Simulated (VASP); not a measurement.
# TeOs (Fm-3m) in VASP: notebook

TeOs is run at these levels: PBE, PBEsol; tasks: single point.

All numbers are computed with VASP 6.6.1; they aren't measurements. Logs are shortened: lines on timing, memory, paths and dates and some standing lists are left out, and cuts for length are marked.

## (1) The cell of the first run

It takes space group Fm-3m (No. 225, cubic). The conventional cell has a = 5.466 Å, b = 5.466 Å, c = 5.466 Å, α = 90.00°, β = 90.00°, γ = 90.00°. Within 3.6 Å of Os (site symmetry m-3m) lie 6 Te at 2.73 Å. Te (site symmetry m-3m) has 6 Os at 2.73 Å within 3.6 Å.

## (2) Single point, PBE, collinear spin

File INCAR:

```
PREC = Accurate ; ENCUT = 520
EDIFF = 1E-6 ; ISMEAR = 0
SIGMA = 0.05 ; LREAL = F
LASPH = T ; NELM = 150
ALGO = Normal ; ISIF = 2
LWAVE = F ; LCHARG = F
ISPIN = 2 ; MAGMOM = 0.05 0
LORBIT = 11 ; LMAXMIX = 4
GGA = PE ; NBANDS = 18
```

File KPOINTS:

```
Automatic mesh
0
Gamma
  10 10 10
```

File POSCAR:

```
TeOs
1.0
    0.0000000000      2.7330707412      2.7330707412
    2.7330707412      0.0000000000      2.7330707412
    2.7330707412      2.7330707412      0.0000000000
Os Te
1 1
Direct
    0.5000000000      0.5000000000      0.5000000000
    0.0000000000      0.0000000000      0.0000000000
```

Potentials or basis: VASP PAW PBE potentials, release 64 (Os, Te).

The run is started by

```console
$ cat potpaw_PBE.64/Os/POTCAR potpaw_PBE.64/Te/POTCAR > POTCAR
$ mpirun -np 1 vasp_std > vasp.out
```

OUTCAR:

```text
PREC = Accurate
   ENCUT = 520
   EDIFF = 1E-6
   ISMEAR = 0
   LREAL = F
   LASPH = T
   NELM = 150
   ISIF = 2
   ISPIN = 2
   LORBIT = 11
   GGA = PE

 ion  position               nearest neighbor table
   1  0.500  0.500  0.500-   2 2.73   2 2.73   2 2.73   2 2.73   2 2.73   2 2.73
   2  0.000  0.000  0.000-   1 2.73   1 2.73   1 2.73   1 2.73   1 2.73   1 2.73

  LATTYP: Found a face centered cubic cell.
 ALAT       =     5.4661414824

  Lattice vectors:

 A1 = (   0.0000000000,   2.7330707412,   2.7330707412)
 A2 = (   2.7330707412,   0.0000000000,   2.7330707412)
 A3 = (   2.7330707412,   2.7330707412,   0.0000000000)

Analysis of symmetry for initial positions (statically):
=====================================================================
 Subroutine PRICEL returns:
 Original cell was already a primitive cell.

 Routine SETGRP: Setting up the symmetry group for a
 face centered cubic supercell.

 Subroutine GETGRP returns: Found 48 space group operations
 (whereof 48 operations were pure point group operations)
 out of a pool of 48 trial point group operations.

The static configuration has the point symmetry O_h .

Analysis of symmetry for dynamics (positions and initial velocities):
=====================================================================
 Subroutine PRICEL returns:
 Original cell was already a primitive cell.

 Routine SETGRP: Setting up the symmetry group for a
 face centered cubic supercell.

 Subroutine GETGRP returns: Found 48 space group operations
 (whereof 48 operations were pure point group operations)
 out of a pool of 48 trial point group operations.

The dynamic configuration has the point symmetry O_h .

Analysis of structural, dynamic, and magnetic symmetry:
=====================================================================
 Subroutine PRICEL returns:
 Original cell was already a primitive cell.

 Routine SETGRP: Setting up the symmetry group for a
 face centered cubic supercell.

 Subroutine GETGRP returns: Found 48 space group operations
 (whereof 48 operations were pure point group operations)
 out of a pool of 48 trial point group operations.

The overall configuration has the point symmetry O_h .

 Subroutine INISYM returns: Found 48 space group operations
 (whereof 48 operations are pure point group operations),
 and found     1 'primitive' translations

----------------------------------------------------------------------------------------

                                     Primitive cell

  volume of cell :      40.8303

  direct lattice vectors                    reciprocal lattice vectors
     0.000000000  2.733070741  2.733070741    -0.182944405  0.182944405  0.182944405
     2.733070741  0.000000000  2.733070741     0.182944405 -0.182944405  0.182944405
     2.733070741  2.733070741  0.000000000     0.182944405  0.182944405 -0.182944405

  length of vectors
     3.865145709  3.865145709  3.865145709     0.316869004  0.316869004  0.316869004

  position of ions in fractional coordinates (direct lattice)
     0.500000000  0.500000000  0.500000000
     0.000000000  0.000000000  0.000000000

  ion indices of the primitive-cell ions
   primitive index   ion index
                 1           1
                 2           2

----------------------------------------------------------------------------------------

 KPOINTS: Automatic mesh

Automatic generation of k-mesh.
 Grid dimensions read from file:
 generate k-points for:   10   10   10

 Generating k-lattice:

  Cartesian coordinates                     Fractional coordinates (reciprocal lattice)
    -0.018294440  0.018294440  0.018294440     0.100000000  0.000000000  0.000000000
     0.018294440 -0.018294440  0.018294440     0.000000000  0.100000000  0.000000000
     0.018294440  0.018294440 -0.018294440     0.000000000  0.000000000  0.100000000

  Length of vectors
     0.031686900  0.031686900  0.031686900

  Shift w.r.t. Gamma in fractional coordinates (k-lattice)
     0.000000000  0.000000000  0.000000000

 Subroutine IBZKPT returns following result:
 ===========================================

 Found     47 irreducible k-points:

 Following reciprocal coordinates:
            Coordinates               Weight
  0.000000  0.000000  0.000000      1.000000
  0.100000  0.000000  0.000000      8.000000
  0.200000  0.000000  0.000000      8.000000
  0.300000  0.000000  0.000000      8.000000
  0.400000  0.000000  0.000000      8.000000
  0.500000  0.000000  0.000000      4.000000
[... 16 lines left out ...]
  0.300000  0.300000  0.000000      6.000000
  0.400000  0.300000  0.000000     24.000000
 [... further k-points ...]
   k-points           NKPTS =     47   k-points in BZ     NKDIM =     47   number of bands    NBANDS=     18
   number of dos      NEDOS =    301   number of ions     NIONS =      2
   total plane-waves  NPLWV =  27000
   dimension x,y,z NGX =    30 NGY =   30 NGZ =   30
   dimension x,y,z NGXF=    60 NGYF=   60 NGZF=   60
   ions per type =               1   1
   NGX,Y,Z   is equivalent  to a cutoff of  12.90, 12.90, 12.90 a.u.
   NGXF,Y,Z  is equivalent  to a cutoff of  25.81, 25.81, 25.81 a.u.
 SYSTEM =  unknown system
   PREC   = accura    normal or accurate (medium, high low for compatibility)
   ISTART =      0    job   : 0-new  1-cont  2-samecut
   ICHARG =      2    charge: 1-file 2-atom 10-const
   ISPIN  =      2    spin polarized calculation?
   LNONCOLLINEAR =      F non collinear calculations
   LSORBIT =      F    spin-orbit coupling
   LASPH  =      T    aspherical Exc in radial PAW
   ENCUT  =  520.0 eV  38.22 Ry    6.18 a.u.   7.19  7.19  7.19*2*pi/ulx,y,z
   NELM   =    150;   NELMIN=  2; NELMDL= -5     # of ELM steps
   EDIFF  = 0.1E-05   stopping-criterion for ELM
   LREAL  =      F    real-space projection
   EDIFFG = 0.1E-04   stopping-criterion for IOM
   NSW    =      0    number of steps for IOM
   IBRION =     -1    ionic relax: 0-MD 1-quasi-New 2-CG
   NFREE  =      0    steps in history (QN), initial steepest desc. (CG)
   ISIF   =      2    stress and relaxation
   ISYM   =      2    0-nonsym 1-usesym 2-fastsym
   POTIM  = 0.5000    time-step for ionic-motion
   TEBEG  =    0.0;   TEEND  =   0.0 temperature during run
   PSTRESS=    0.0 pullay stress
   NELECT =      14.0000    total number of electrons
   NUPDOWN=      -1.0000    fix difference up-down
   EMIN   =  10.00;   EMAX   =-10.00  energy-range for DOS
   EFERMI =   0.00;   METHOD = LEGACY
   ISMEAR =     0;   SIGMA  =   0.05  broadening in eV -4-tet -1-fermi 0-gaus
   EFERMI_NEDOS =   21; number of points for ismear=-14 and -15
   IALGO  =     38    algorithm
   IMIX   =      4    mixing-type and parameters
     AMIX     =   0.40;   BMIX     =  1.00
     AMIX_MAG =   1.60;   BMIX_MAG =  1.00
  volume/ion in A,a.u.               =      20.42       137.77
  Fermi-wavevector in a.u.,A,eV,Ry     =   1.145838  2.165320 17.863704  1.312945
  Thomas-Fermi vector in A             =   2.282525
   LORBIT       =     11    0 simple, 1 ext, 2 COOP (PROOUT), +10 PAW based schemes
   GGA     = PE    functional components
   LHFCALC =     F    Hartree Fock is set to
   AEXX    =    0.0000 exact exchange contribution
   IVDW    =     0    specifies the selected vdW correction
   LEPSILON=     F    determine dielectric tensor
   LRPA    =     F    only Hartree local field effects (RPA)
 spin polarized calculation
 Gauss-broadening in eV      SIGMA  =   0.05
  energy-cutoff  :      520.00
  volume of cell :       40.83
 maximum number of plane-waves:      1113
 NGX is ok and might be reduce to    30
   NGX = 15   NGY = 15   NGZ = 15

 number of electron      13.9999999 magnetization      -0.0000474

 number of electron      13.9999999 magnetization       0.0000351

 Free energy of the ion-electron system (eV)
  ---------------------------------------------------
  ext. energy  EPLUGINS =         0.00000000
  ---------------------------------------------------
  free energy    TOTEN  =       -12.26596589 eV

  energy without entropy =      -12.26321054  energy(sigma->0) =      -12.26458822

 E-fermi :   8.6692     XC(G=0): -11.6085

 val. band max:        8.6545423358   @ k =   0.3000   0.2000   0.0000
 cond. band min:       8.6758667414   @ k =   0.4000   0.3000   0.1000
 fundamental gap:      0.0213244056
 Fermi energy:         8.6692495437

 spin component 1

 k-point     1 :       0.0000    0.0000    0.0000
  band No.  band energies     occupation
      1      -5.3795      1.00000
      2       6.7236      1.00000
      3       6.7236      1.00000
      4       6.7236      1.00000
      5       6.9032      1.00000
      6       6.9032      1.00000
[... 10 lines left out ...]
     17      20.1307      0.00000
     18      24.2161      0.00000
[... 463 lines left out ...]
 k-point    24 :       0.4000    0.3000    0.0000
  band No.  band energies     occupation
      1      -3.7722      1.00000
      2       2.7453      1.00000
      3       4.9691      1.00000
      4       5.4755      1.00000
      5       6.3674      1.00000
      6       7.7507      1.00000
[... 10 lines left out ...]
     17      24.1589      0.00000
     18      25.0958      0.00000

 [... further k-points ...]

 spin component 2

 k-point     1 :       0.0000    0.0000    0.0000
  band No.  band energies     occupation
      1      -5.3795      1.00000
      2       6.7236      1.00000
      3       6.7236      1.00000
      4       6.7236      1.00000
      5       6.9032      1.00000
      6       6.9032      1.00000
[... 10 lines left out ...]
     17      20.1307      0.00000
     18      24.2161      0.00000
[... 463 lines left out ...]
 k-point    24 :       0.4000    0.3000    0.0000
  band No.  band energies     occupation
      1      -3.7722      1.00000
      2       2.7453      1.00000
      3       4.9691      1.00000
      4       5.4755      1.00000
      5       6.3674      1.00000
      6       7.7507      1.00000
[... 10 lines left out ...]
     17      24.1589      0.00000
     18      25.0958      0.00000

 [... further k-points ...]

------------------------ aborting loop because EDIFF is reached ----------------------------------------

  FORCE on cell =-STRESS in cart. coord.  units (eV):
  Direction    XX          YY          ZZ          XY          YZ          ZX
  --------------------------------------------------------------------------------------
  -------------------------------------------------------------------------------------
  Total        0.0052619      0.0052619      0.0052619     -0.0000000     -0.0000000      0.0000000
  in kB        0.2064754      0.2064754      0.2064754     -0.0000000     -0.0000000      0.0000000
  external PRESSURE =       0.2064754 kB  Pullay stress =       0.0000000 kB

 VOLUME and BASIS-vectors are now :
 -----------------------------------------------------------------------------
  energy-cutoff  :      520.00
  volume of cell :       40.83
      direct lattice vectors                 reciprocal lattice vectors
     0.000000000  2.733070741  2.733070741    -0.182944405  0.182944405  0.182944405
     2.733070741  0.000000000  2.733070741     0.182944405 -0.182944405  0.182944405
     2.733070741  2.733070741  0.000000000     0.182944405  0.182944405 -0.182944405

 POSITION                                       TOTAL-FORCE (eV/Angst)
 -----------------------------------------------------------------------------------
      2.73307      2.73307      2.73307         0.000000      0.000000     -0.000000
      0.00000      0.00000      0.00000        -0.000000      0.000000      0.000000
 -----------------------------------------------------------------------------------
    total drift:                               -0.000000     -0.000000      0.000000

  FREE ENERGIE OF THE ION-ELECTRON SYSTEM (eV)
  ---------------------------------------------------
  free  energy   TOTEN  =       -12.2659658899 eV

  energy  without entropy=      -12.2632105431  energy(sigma->0) =      -12.26458822

 total charge

# of ion       s       p       d       tot
------------------------------------------
    1        0.608   0.341   6.203   7.153
    2        1.339   1.868   0.148   3.355
--------------------------------------------------
tot          1.948   2.210   6.351  10.508

 magnetization (x)

# of ion       s       p       d       tot
------------------------------------------
    1        0.000   0.000   0.000   0.000
    2       -0.000  -0.000  -0.000  -0.000
--------------------------------------------------
tot          0.000   0.000   0.000   0.000
```

It took 33 s on 1 thread of Intel Xeon 6975P-C (Granite Rapids), shared host; peak memory 0.21 GiB.

What came out:

* Free energy: -12.2660 eV
* Pressure: 0.0 GPa
* Band gap on the k mesh: zero (filled and empty bands overlap)
* Net moment: 0.00 μB per cell
* Valence electrons inside the program's atomic spheres: Os 7.15; Te 3.35

Caveat: spin-orbit coupling is left out, which moves the levels of the heavy elements.

## (3) Single point, PBEsol, collinear spin

File INCAR:

```
PREC = Accurate
ENCUT = 520
EDIFF = 1E-6
ISMEAR = 0
SIGMA = 0.05
LREAL = False
LASPH = True
NELM = 150
ALGO = Normal
ISIF = 2
LWAVE = False
LCHARG = False
ISPIN = 2
MAGMOM = 1 0
LORBIT = 11
LMAXMIX = 4
GGA = PS
NBANDS = 18
```

KPOINTS is that of step 2.

POSCAR is that of step 2.

Potentials or basis: VASP PAW PBE potentials, release 64 (Os, Te).

The run is started by

```console
$ cat potpaw_PBE.64/Os/POTCAR potpaw_PBE.64/Te/POTCAR > POTCAR
$ mpirun -np 1 vasp_std > vasp.out
```

It took 36 s on 1 thread of Intel Xeon 6975P-C (Granite Rapids), shared host; peak memory 0.22 GiB.

Results (log left out):

```
Free energy                                           : -13.6210 eV
Pressure                                              : -5.5 GPa
Band gap on the k mesh                                : zero (filled and empty bands overlap)
Net moment                                            : 0.00 μB per cell
Valence electrons inside the program's atomic spheres : Os 7.15; Te 3.35
```

Levels at points of the mesh, in eV from the Fermi level:
Spin up:
| k point | band 4 | band 5 | band 6 | band 7 | band 8 | band 9 | band 10 | band 11 |
| --- | --- | --- | --- | --- | --- | --- | --- | --- |
| (0.00, 0.00, 0.00) | -1.94 | -1.78 | -1.78 | -0.54 | -0.54 | -0.54 | 3.58 | 7.63 |
| (0.50, 0.00, 0.00) | -4.65 | -0.64 | -0.64 | -0.33 | 3.28 | 5.01 | 5.01 | 5.56 |
| (0.50, 0.50, 0.00) | -2.74 | -2.74 | -1.15 | -0.48 | -0.11 | -0.11 | 1.97 | 8.67 |
Spin down:
```tsv
k point	band 4	band 5	band 6	band 7	band 8	band 9	band 10	band 11
(0.00, 0.00, 0.00)	-1.94	-1.78	-1.78	-0.54	-0.54	-0.54	3.58	7.63
(0.50, 0.00, 0.00)	-4.65	-0.64	-0.64	-0.33	3.28	5.01	5.01	5.56
(0.50, 0.50, 0.00)	-2.74	-2.74	-1.15	-0.48	-0.11	-0.11	1.97	8.67
```

Caveat: the cell stands under tension; the PAW data sets were made with another functional, which shifts forces and pressure a little; spin-orbit coupling is left out, which moves the levels of the heavy elements.

## (4) Single point, PBE, collinear spin

File INCAR:

```
PREC = Accurate ; ENCUT = 520
EDIFF = 1E-6 ; ISMEAR = 0
SIGMA = 0.05 ; LREAL = F
LASPH = T ; NELM = 150
ALGO = Normal ; ISIF = 2
LWAVE = F ; LCHARG = T
ISPIN = 2 ; MAGMOM = 1 0
LORBIT = 11 ; LMAXMIX = 4
GGA = PE ; LELF = T
LVHAR = T ; NBANDS = 18
```

KPOINTS is that of step 3.

POSCAR is that of step 3.

The run is started by

```console
$ cat potpaw_PBE.64/Os/POTCAR potpaw_PBE.64/Te/POTCAR > POTCAR
$ mpirun -np 1 vasp_std > vasp.out
```

Wall time 36 s (1 thread of Intel Xeon 6975P-C (Granite Rapids), shared host); peak memory 0.22 GiB.

The run converged. Its results:

| Item | Value |
| --- | --- |
| Free energy | -12.2660 eV |
| Pressure | 0.0 GPa |
| Band gap on the k mesh | zero (filled and empty bands overlap) |
| Net moment | 0.00 μB per cell |
| Valence electrons inside the program's atomic spheres | Os 7.15; Te 3.35 |

Levels at points of the mesh, in eV from the Fermi level:
Spin up:
```
           k point  band 4  band 5  band 6  band 7  band 8  band 9  band 10  band 11
(0.00, 0.00, 0.00)   -1.95   -1.77   -1.77   -0.54   -0.54   -0.54     3.65     7.71
(0.50, 0.00, 0.00)   -4.64   -0.65   -0.65   -0.33    3.33    5.01     5.01     5.57
(0.50, 0.50, 0.00)   -2.74   -2.74   -1.14   -0.46   -0.12   -0.12     2.00     8.69
```
Spin down:
```csv
k point,band 3,band 4,band 5,band 6,band 7,band 8,band 9,band 10,band 11,band 12
"(0.00, 0.00, 0.00)",-1.95,-1.95,-1.77,-1.77,-0.54,-0.54,-0.54,3.65,7.71,11.28
"(0.50, 0.00, 0.00)",-4.64,-4.64,-0.65,-0.65,-0.33,3.33,5.01,5.01,5.57,5.57
"(0.50, 0.50, 0.00)",-3.15,-2.74,-2.74,-1.14,-0.46,-0.12,-0.12,2.00,8.69,12.25
```

Caveat: spin-orbit coupling is left out, which moves the levels of the heavy elements.

The gap in the log of VASP goes by the Fermi energy; the results here count the filled bands.